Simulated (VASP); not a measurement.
# Ga3Se (Pm-3m) in VASP: a series of runs

Ga3Se is run at these levels: LDA, PBE, BLYP; tasks: density of states.

Everything below comes from runs of VASP 6.6.1. Logs are shortened: lines on timing, memory, paths and dates and some standing lists are left out, and cuts for length are marked.

## (1) The cell of the first run

Symmetry: Pm-3m, No. 221, cubic system. The conventional cell has a = 4.432 Å, b = 4.432 Å, c = 4.432 Å, α = 90.00°, β = 90.00°, γ = 90.00°. Se (site symmetry m-3m) has 12 Ga at 3.13 Å within 4.1 Å. Within 4.1 Å of Ga (site symmetry 4/mmm) lie 4 Se at 3.13 Å and 8 Ga at 3.13 Å.

## (2) Density of states, LDA

POSCAR reads:

```
Ga3Se
1.0
    4.4324650000      0.0000000000      0.0000000000
    0.0000000000      4.4324650000      0.0000000000
    0.0000000000      0.0000000000      4.4324650000
Se Ga
1 3
Direct
    0.0000000000      0.0000000000      0.0000000000
    0.5000000000      0.5000000000      0.0000000000
    0.5000000000      0.0000000000      0.5000000000
    0.0000000000      0.5000000000      0.5000000000
```

INCAR.step1 reads:

```
  PREC = Accurate
  ENCUT = 520
  EDIFF = 1E-7
  ISMEAR = -1
  SIGMA = 0.05
  LREAL = False
  LASPH = True
  NELM = 80
  ALGO = Normal
  ISIF = 2
  LWAVE = False
  LCHARG = True
  GGA = CA
  NBANDS = 30
```

KPOINTS.step1 reads:

```
Automatic mesh
0
Gamma
  4 4 4
```

INCAR.step2 reads:

```
  PREC = Accurate
  ENCUT = 520
  EDIFF = 1E-7
  ISMEAR = -5
  SIGMA = 0.05
  LREAL = False
  LASPH = True
  NELM = 80
  ALGO = Normal
  ISIF = 2
  LWAVE = False
  LCHARG = False
  GGA = CA
  LORBIT = 10
  NEDOS = 2001
  ICHARG = 11
```

KPOINTS.step2 reads:

```
Automatic mesh
0
Gamma
  6 6 6
```

Potentials or basis: VASP PAW LDA potentials, release 64 (Se, Ga_d).

Command:

```
> cat potpaw_LDA.64/Se/POTCAR potpaw_LDA.64/Ga_d/POTCAR > POTCAR
> cp INCAR.step1 INCAR
> cp KPOINTS.step1 KPOINTS
> mpirun -np 1 vasp_std > vasp.out
> cp INCAR.step2 INCAR
> cp KPOINTS.step2 KPOINTS
> mpirun -np 1 vasp_std > vasp.out
```

OUTCAR:

```text
PREC = Accurate
   ENCUT = 520
   EDIFF = 1E-7
   ISMEAR = -5
   LREAL = False
   LASPH = True
   NELM = 80
   ISIF = 2
   GGA = CA
   LORBIT = 10
   ICHARG = 11

 ion  position               nearest neighbor table
   1  0.000  0.000  0.000-
   2  0.500  0.500  0.000-
   3  0.500  0.000  0.500-
   4  0.000  0.500  0.500-

  LATTYP: Found a simple cubic cell.
 ALAT       =     4.4324650000

  Lattice vectors:

 A1 = (   4.4324650000,   0.0000000000,   0.0000000000)
 A2 = (   0.0000000000,   4.4324650000,   0.0000000000)
 A3 = (   0.0000000000,   0.0000000000,   4.4324650000)

Analysis of symmetry for initial positions (statically):
=====================================================================
 Subroutine PRICEL returns:
 Original cell was already a primitive cell.

 Routine SETGRP: Setting up the symmetry group for a
 simple cubic supercell.

 Subroutine GETGRP returns: Found 48 space group operations
 (whereof 48 operations were pure point group operations)
 out of a pool of 48 trial point group operations.

The static configuration has the point symmetry O_h .

Analysis of symmetry for dynamics (positions and initial velocities):
=====================================================================
 Subroutine PRICEL returns:
 Original cell was already a primitive cell.

 Routine SETGRP: Setting up the symmetry group for a
 simple cubic supercell.

 Subroutine GETGRP returns: Found 48 space group operations
 (whereof 48 operations were pure point group operations)
 out of a pool of 48 trial point group operations.

The dynamic configuration has the point symmetry O_h .

 Subroutine INISYM returns: Found 48 space group operations
 (whereof 48 operations are pure point group operations),
 and found     1 'primitive' translations

----------------------------------------------------------------------------------------

                                     Primitive cell

  volume of cell :      87.0835

  direct lattice vectors                    reciprocal lattice vectors
     4.432465000  0.000000000  0.000000000     0.225608098  0.000000000  0.000000000
     0.000000000  4.432465000  0.000000000     0.000000000  0.225608098  0.000000000
     0.000000000  0.000000000  4.432465000     0.000000000  0.000000000  0.225608098

[... 89 lines left out ...]
   NFREE  =      0    steps in history (QN), initial steepest desc. (CG)
   ISIF   =      2    stress and relaxation
   ISYM   =      2    0-nonsym 1-usesym 2-fastsym
   POTIM  = 0.5000    time-step for ionic-motion
   TEBEG  =    0.0;   TEEND  =   0.0 temperature during run
   PSTRESS=    0.0 pullay stress
   NELECT =      45.0000    total number of electrons
   NUPDOWN=      -1.0000    fix difference up-down
   EMIN   =  10.00;   EMAX   =-10.00  energy-range for DOS
   EFERMI =   0.00;   METHOD = LEGACY
   ISMEAR =    -5;   SIGMA  =   0.05  broadening in eV -4-tet -1-fermi 0-gaus
   EFERMI_NEDOS =   21; number of points for ismear=-14 and -15
   IALGO  =     38    algorithm
   IMIX   =      4    mixing-type and parameters
     AMIX     =   0.40;   BMIX     =  1.00
     AMIX_MAG =   1.60;   BMIX_MAG =  1.00
  volume/ion in A,a.u.               =      21.77       146.92
  Fermi-wavevector in a.u.,A,eV,Ry     =   1.313713  2.482557 23.481488  1.725841
  Thomas-Fermi vector in A             =   2.444016
   LORBIT       =     10    0 simple, 1 ext, 2 COOP (PROOUT), +10 PAW based schemes
   GGA     = CA    functional components
   LHFCALC =     F    Hartree Fock is set to
   AEXX    =    0.0000 exact exchange contribution
   IVDW    =     0    specifies the selected vdW correction
   LEPSILON=     F    determine dielectric tensor
   LRPA    =     F    only Hartree local field effects (RPA)
 non-spin polarized calculation
 Fermi weights with tetrahedron method with Bloechl corrections
  energy-cutoff  :      520.00
  volume of cell :       87.08
 maximum number of plane-waves:      2364
 NGX is ok and might be reduce to    36

 number of electron      44.9999942 magnetization

 Free energy of the ion-electron system (eV)
  ---------------------------------------------------
  ext. energy  EPLUGINS =         0.00000000
  ---------------------------------------------------
  free energy    TOTEN  =       -14.83979595 eV

  energy without entropy =      -14.83979595  energy(sigma->0) =      -14.83979595

 E-fermi :   4.4783     XC(G=0): -10.5513

 val. band max:        4.5244626735   @ k =   0.5000   0.3333   0.1667
 cond. band min:       4.1652957391   @ k =   0.5000   0.0000   0.0000
 fundamental gap:     -0.3591669344
 Fermi energy:         4.4782977718

 k-point     1 :       0.0000    0.0000    0.0000
  band No.  band energies     occupation
      1     -10.6919      2.00000
      2     -10.6741      2.00000
      3     -10.6741      2.00000
      4     -10.6741      2.00000
      5     -10.6192      2.00000
      6     -10.6192      2.00000
[... 589 lines left out ...]
     26       8.3869      0.00000
     27      12.8606      0.00000

------------------------ aborting loop because EDIFF is reached ----------------------------------------

  FORCE on cell =-STRESS in cart. coord.  units (eV):
  Direction    XX          YY          ZZ          XY          YZ          ZX
  --------------------------------------------------------------------------------------
  -------------------------------------------------------------------------------------
  Total       -2.5456676     -2.5456676     -2.5456676     -0.0000000     -0.0000000      0.0000000
  in kB      -46.8356261    -46.8356261    -46.8356261     -0.0000000     -0.0000000      0.0000000
  external PRESSURE =     -46.8356261 kB  Pullay stress =       0.0000000 kB

 VOLUME and BASIS-vectors are now :
 -----------------------------------------------------------------------------
  energy-cutoff  :      520.00
  volume of cell :       87.08
      direct lattice vectors                 reciprocal lattice vectors
     4.432465000  0.000000000  0.000000000     0.225608098  0.000000000  0.000000000
     0.000000000  4.432465000  0.000000000     0.000000000  0.225608098  0.000000000
     0.000000000  0.000000000  4.432465000     0.000000000  0.000000000  0.225608098

 POSITION                                       TOTAL-FORCE (eV/Angst)
 -----------------------------------------------------------------------------------
      0.00000      0.00000      0.00000         0.000000      0.000000      0.000000
      2.21623      2.21623      0.00000         0.000000      0.000000      0.000000
      2.21623      0.00000      2.21623         0.000000      0.000000      0.000000
      0.00000      2.21623      2.21623         0.000000      0.000000      0.000000
 -----------------------------------------------------------------------------------
    total drift:                                0.000000      0.000000      0.000000

  FREE ENERGIE OF THE ION-ELECTRON SYSTEM (eV)
  ---------------------------------------------------
  free  energy   TOTEN  =       -14.8397959537 eV

  energy  without entropy=      -14.8397959537  energy(sigma->0) =      -14.83979595

 total charge

# of ion       s       p       d       tot
------------------------------------------
    1        1.504   2.186   0.025   3.715
    2        1.143   0.370   9.946  11.459
    3        1.143   0.370   9.946  11.459
    4        1.143   0.370   9.946  11.459
--------------------------------------------------
tot          4.933   3.297  29.863  38.093
```

OUTCAR.step1:

```text
PREC = Accurate
   ENCUT = 520
   EDIFF = 1E-7
   ISMEAR = -1
   LREAL = False
   LASPH = True
[... 541 lines left out ...]
      2.21623      2.21623      0.00000         0.000000      0.000000      0.000000
      2.21623      0.00000      2.21623         0.000000      0.000000      0.000000
      0.00000      2.21623      2.21623         0.000000      0.000000      0.000000
 -----------------------------------------------------------------------------------
    total drift:                                0.000000      0.000000      0.000000

  FREE ENERGIE OF THE ION-ELECTRON SYSTEM (eV)
  ---------------------------------------------------
  free  energy   TOTEN  =       -14.7704273998 eV

  energy  without entropy=      -14.7561767789  energy(sigma->0) =      -14.76330209
```

It took 29 s on 1 thread of Intel Xeon Platinum 8488C (Sapphire Rapids), shared host; peak memory 0.18 GiB.

Results:

```
Valence electrons inside the program's atomic spheres : Se 3.71; Ga 11.46
```

Levels at points of the mesh, in eV from the Fermi level:
```
           k point  band 20  band 21  band 22  band 23  band 24  band 25  band 26  band 27
(0.00, 0.00, 0.00)    -3.71    -2.98    -2.98     1.56     1.56     1.56     4.29     4.29
(0.50, 0.00, 0.00)    -2.76    -2.33    -1.03    -0.31    -0.31     1.14     3.95     4.11
(0.50, 0.50, 0.00)    -2.12    -0.84    -0.76    -0.76     1.26     1.60     1.60     1.80
(0.50, 0.50, 0.50)    -4.85    -4.85    -4.85    -3.52     3.91     3.91     3.91     8.38
```

Caveat: tetrahedron occupations give inexact forces and stress in metals.

## (3) Density of states, PBE

POSCAR is that of step 2.

INCAR.step1 reads:

```
SYSTEM = Ga3Se
  ALGO = Normal
  EDIFF = 1E-6
  ENCUT = 520
  GGA = PE
  ISIF = 2
  ISMEAR = -1
  LASPH = .TRUE.
  LCHARG = .TRUE.
  LREAL = .FALSE.
  LWAVE = .FALSE.
  NBANDS = 30
  NELM = 60
  PREC = Accurate
  SIGMA = 0.05
```

KPOINTS.step1 reads:

```
k-points
0
G
  4 4 4
  0 0 0
```

INCAR.step2 reads:

```
SYSTEM = Ga3Se
  ALGO = Normal
  EDIFF = 1E-6
  ENCUT = 520
  GGA = PE
  ICHARG = 11
  ISIF = 2
  ISMEAR = -5
  LASPH = .TRUE.
  LCHARG = .FALSE.
  LORBIT = 10
  LREAL = .FALSE.
  LWAVE = .FALSE.
  NBANDS = 30
  NEDOS = 2001
  NELM = 60
  PREC = Accurate
  SIGMA = 0.05
```

KPOINTS.step2 reads:

```
k-points
0
G
  6 6 6
  0 0 0
```

Potentials or basis: VASP PAW PBE potentials, release 64 (Se, Ga_d).

Command:

```
> cat potpaw_PBE.64/Se/POTCAR potpaw_PBE.64/Ga_d/POTCAR > POTCAR
> cp INCAR.step1 INCAR
> cp KPOINTS.step1 KPOINTS
> mpirun -np 1 vasp_std > vasp.out
> cp INCAR.step2 INCAR
> cp KPOINTS.step2 KPOINTS
> mpirun -np 1 vasp_std > vasp.out
```

OUTCAR:

```text
SYSTEM = Ga3Se
   EDIFF = 1E-6
   ENCUT = 520
   GGA = PE
   ICHARG = 11
   ISIF = 2
   ISMEAR = -5
   LASPH = .TRUE.
   LORBIT = 10
   LREAL = .FALSE.
   NELM = 60
   PREC = Accurate

 ion  position               nearest neighbor table
   1  0.000  0.000  0.000-
   2  0.500  0.500  0.000-
   3  0.500  0.000  0.500-
   4  0.000  0.500  0.500-

  LATTYP: Found a simple cubic cell.
 ALAT       =     4.4324650000

  Lattice vectors:

 A1 = (   4.4324650000,   0.0000000000,   0.0000000000)
 A2 = (   0.0000000000,   4.4324650000,   0.0000000000)
 A3 = (   0.0000000000,   0.0000000000,   4.4324650000)

Analysis of symmetry for initial positions (statically):
=====================================================================
 Subroutine PRICEL returns:
 Original cell was already a primitive cell.

 Routine SETGRP: Setting up the symmetry group for a
 simple cubic supercell.

 Subroutine GETGRP returns: Found 48 space group operations
 (whereof 48 operations were pure point group operations)
 out of a pool of 48 trial point group operations.

The static configuration has the point symmetry O_h .

Analysis of symmetry for dynamics (positions and initial velocities):
=====================================================================
 Subroutine PRICEL returns:
 Original cell was already a primitive cell.

 Routine SETGRP: Setting up the symmetry group for a
 simple cubic supercell.

 Subroutine GETGRP returns: Found 48 space group operations
 (whereof 48 operations were pure point group operations)
 out of a pool of 48 trial point group operations.

The dynamic configuration has the point symmetry O_h .

 Subroutine INISYM returns: Found 48 space group operations
 (whereof 48 operations are pure point group operations),
 and found     1 'primitive' translations
[... 119 lines left out ...]
  Thomas-Fermi vector in A             =   2.444016
   LORBIT       =     10    0 simple, 1 ext, 2 COOP (PROOUT), +10 PAW based schemes
   GGA     = PE    functional components
   LHFCALC =     F    Hartree Fock is set to
   AEXX    =    0.0000 exact exchange contribution
   IVDW    =     0    specifies the selected vdW correction
   LEPSILON=     F    determine dielectric tensor
   LRPA    =     F    only Hartree local field effects (RPA)
 non-spin polarized calculation
 Fermi weights with tetrahedron method with Bloechl corrections
  energy-cutoff  :      520.00
  volume of cell :       87.08
 maximum number of plane-waves:      2364
 NGX is ok and might be reduce to    36

 number of electron      44.9999944 magnetization

 Free energy of the ion-electron system (eV)
  ---------------------------------------------------
  ext. energy  EPLUGINS =         0.00000000
  ---------------------------------------------------
  free energy    TOTEN  =       -12.44100234 eV

  energy without entropy =      -12.44100234  energy(sigma->0) =      -12.44100234

 E-fermi :   4.6910     XC(G=0): -10.2647

 val. band max:        4.7410046533   @ k =   0.5000   0.3333   0.1667
 cond. band min:       4.3704014537   @ k =   0.5000   0.0000   0.0000
 fundamental gap:     -0.3706031996
 Fermi energy:         4.6909863992

 k-point     1 :       0.0000    0.0000    0.0000
  band No.  band energies     occupation
      1     -10.4194      2.00000
      2     -10.4002      2.00000
      3     -10.4002      2.00000
      4     -10.4002      2.00000
      5     -10.3485      2.00000
      6     -10.3485      2.00000
[... 649 lines left out ...]
     29      13.1983      0.00000
     30      13.1984      0.00000

------------------------ aborting loop because EDIFF is reached ----------------------------------------

  FORCE on cell =-STRESS in cart. coord.  units (eV):
  Direction    XX          YY          ZZ          XY          YZ          ZX
  --------------------------------------------------------------------------------------
  -------------------------------------------------------------------------------------
  Total       -0.1816358     -0.1816358     -0.1816358     -0.0000000      0.0000000     -0.0000000
  in kB       -3.3417667     -3.3417667     -3.3417667     -0.0000000      0.0000000     -0.0000000
  external PRESSURE =      -3.3417667 kB  Pullay stress =       0.0000000 kB

 VOLUME and BASIS-vectors are now :
 -----------------------------------------------------------------------------
  energy-cutoff  :      520.00
  volume of cell :       87.08
      direct lattice vectors                 reciprocal lattice vectors
     4.432465000  0.000000000  0.000000000     0.225608098  0.000000000  0.000000000
     0.000000000  4.432465000  0.000000000     0.000000000  0.225608098  0.000000000
     0.000000000  0.000000000  4.432465000     0.000000000  0.000000000  0.225608098

 POSITION                                       TOTAL-FORCE (eV/Angst)
 -----------------------------------------------------------------------------------
      0.00000      0.00000      0.00000         0.000000      0.000000      0.000000
      2.21623      2.21623      0.00000         0.000000      0.000000      0.000000
      2.21623      0.00000      2.21623         0.000000      0.000000      0.000000
      0.00000      2.21623      2.21623         0.000000      0.000000      0.000000
 -----------------------------------------------------------------------------------
    total drift:                                0.000000      0.000000      0.000000

  FREE ENERGIE OF THE ION-ELECTRON SYSTEM (eV)
  ---------------------------------------------------
  free  energy   TOTEN  =       -12.4410023408 eV

  energy  without entropy=      -12.4410023408  energy(sigma->0) =      -12.44100234

 total charge

# of ion       s       p       d       tot
------------------------------------------
    1        1.500   2.191   0.026   3.717
    2        1.131   0.365   9.947  11.443
    3        1.131   0.365   9.947  11.443
    4        1.131   0.365   9.947  11.443
--------------------------------------------------
tot          4.894   3.285  29.866  38.045
```

OUTCAR.step1:

```text
SYSTEM = Ga3Se
   EDIFF = 1E-6
   ENCUT = 520
   GGA = PE
   ISIF = 2
[... 542 lines left out ...]
      0.00000      0.00000      0.00000         0.000000      0.000000      0.000000
      2.21623      2.21623      0.00000         0.000000      0.000000      0.000000
      2.21623      0.00000      2.21623         0.000000      0.000000      0.000000
      0.00000      2.21623      2.21623         0.000000      0.000000      0.000000
 -----------------------------------------------------------------------------------
    total drift:                                0.000000      0.000000      0.000000

  FREE ENERGIE OF THE ION-ELECTRON SYSTEM (eV)
  ---------------------------------------------------
  free  energy   TOTEN  =       -12.3705863143 eV

  energy  without entropy=      -12.3565647113  energy(sigma->0) =      -12.36357551
```

OSZICAR.step1:

```text
N       E                     dE             d eps       ncg     rms          rms(c)
DAV:   1     0.312798697159E+03    0.31280E+03   -0.22010E+04   618   0.248E+03
DAV:   2     0.286213427895E+02   -0.28418E+03   -0.27558E+03   614   0.524E+02
DAV:   3    -0.109288058607E+02   -0.39550E+02   -0.38070E+02   710   0.141E+02
DAV:   4    -0.124990278675E+02   -0.15702E+01   -0.15636E+01   676   0.289E+01
DAV:   5    -0.125391732274E+02   -0.40145E-01   -0.40097E-01   706   0.465E+00    0.301E+00
DAV:   6    -0.123798957245E+02    0.15928E+00   -0.41498E-01   784   0.591E+00    0.174E+00
DAV:   7    -0.123735076192E+02    0.63881E-02   -0.59531E-02   684   0.116E+00    0.764E-01
DAV:   8    -0.123706934163E+02    0.28142E-02   -0.88626E-03   702   0.712E-01    0.786E-02
DAV:   9    -0.123705679195E+02    0.12550E-03   -0.18411E-03   788   0.357E-01    0.504E-02
DAV:  10    -0.123705828144E+02   -0.14895E-04   -0.24218E-04   724   0.153E-01    0.116E-02
DAV:  11    -0.123705866268E+02   -0.38124E-05   -0.29689E-05   752   0.386E-02    0.212E-03
DAV:  12    -0.123705863143E+02    0.31245E-06   -0.32163E-06   586   0.147E-02
   1 F= -.12370586E+02 E0= -.12363576E+02  d E =-.140216E-01
```

Wall time 29 s (1 thread of Intel Xeon Platinum 8488C (Sapphire Rapids), shared host); peak memory 0.21 GiB.

What came out:

| Quantity | Value |
| --- | --- |
| Valence electrons inside the program's atomic spheres | Se 3.72; Ga 11.44 |

Caveat: tetrahedron occupations give inexact forces and stress in metals.

(Part 1 of 2 ends here.)
